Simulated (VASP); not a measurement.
Runs of VASP 6.6.1 on AlGa3As4. The structure is that of space group P-4m2 (No. 115), or close to it. The cells are those of the table. 

| task | cell | k mesh | cutoff (eV) | smearing | gap on the mesh (eV) | pressure (GPa) | largest force (eV/Å) |
| --- | --- | --- | --- | --- | --- | --- | --- |
| single point | a = 4.061, b = 4.061, c = 11.476 Å, 8 atoms | 10 × 10 × 4 | 520 | gaussian 0.02 eV | 0.53 | 0.2 | - |
| relaxation of cell and atoms | relaxed from a = 3.892, b = 3.892, c = 11.008 Å, 8 atoms | 4 × 4 × 2 | 600 | gaussian 0.1 eV | 0.49 | 0.1 | 0.03 |
| single point | a = 4.073, b = 4.073, c = 11.351 Å, 8 atoms | 4 × 4 × 2 | 520 | gaussian 0.1 eV | 0.53 | 0.5 | 0.01 |
| single point | a = 3.892, b = 3.892, c = 11.008 Å, 8 atoms | 4 × 4 × 2 | 520 | gaussian 0.1 eV | (b) | (a) | 0.12 |

Alike in all rows: level PBE; potentials or basis VASP PAW PBE potentials, release 64 (Al, Ga_d, As); no spin polarisation.

Estimate the missing entries.

(a) 10.9; (b) 1.26.

A k mesh can miss the band edges, and the runs leave out spin-orbit coupling on As, Ga.
